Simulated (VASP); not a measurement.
A run of VASP 6.6.1 is set up as follows.

File INCAR:

```
ALGO     = Normal         # electronic algorithm
EDIFF    = 1E-8           # SCF threshold, eV
ENCUT    = 520            # plane-wave cutoff, eV
GGA      = PS             # functional
IBRION   = 8              # ionic algorithm
ISIF     = 2              # what is computed and relaxed
ISMEAR   = 0              # smearing method
LASPH    = True           # aspherical terms in the spheres
LCHARG   = False          # write CHGCAR
LEPSILON = True           # dielectric tensor by DFPT
LREAL    = False          # projectors in reciprocal space
LWAVE    = False          # write WAVECAR
NBANDS   = 11             # bands
NELM     = 80             # most SCF steps
NSW      = 1              # ionic steps
PREC     = Accurate       # precision mode
SIGMA    = 0.01           # smearing width, eV
```

Contents of KPOINTS:

```
k-points
0
Gamma
  8 8 8
```

Contents of POSCAR:

```
NaH
1.0
    0.0000000000      2.5883869159      2.5883869159
    2.5883869159      0.0000000000      2.5883869159
    2.5883869159      2.5883869159      0.0000000000
Na H
1 1
Direct
    0.0000000000      0.0000000000      0.0000000000
    0.2500000000      0.2500000000      0.2500000000
```

Potentials or basis: VASP PAW PBE potentials, release 64 (Na_pv, H).

Command:

```bash
$ cat potpaw_PBE.64/Na_pv/POTCAR potpaw_PBE.64/H/POTCAR > POTCAR
$ mpirun -np 1 vasp_std > vasp.out
```

Problem. Predict the electronic dielectric tensor (diagonal).

Solution. 2.87.

Problem. Predict the Born charges (mean of the diagonal).

Solution. Na +0.92; H -0.92 e.

Problem. Predict the highest phonon frequency at Γ.

Solution. 615 cm⁻¹.

Electronic dielectric tensor:
```
2.87 0.00 0.00
0.00 2.87 0.00
0.00 0.00 2.87
```

Caveat: the structure was generated, so it needn't be the stable form of NaH.
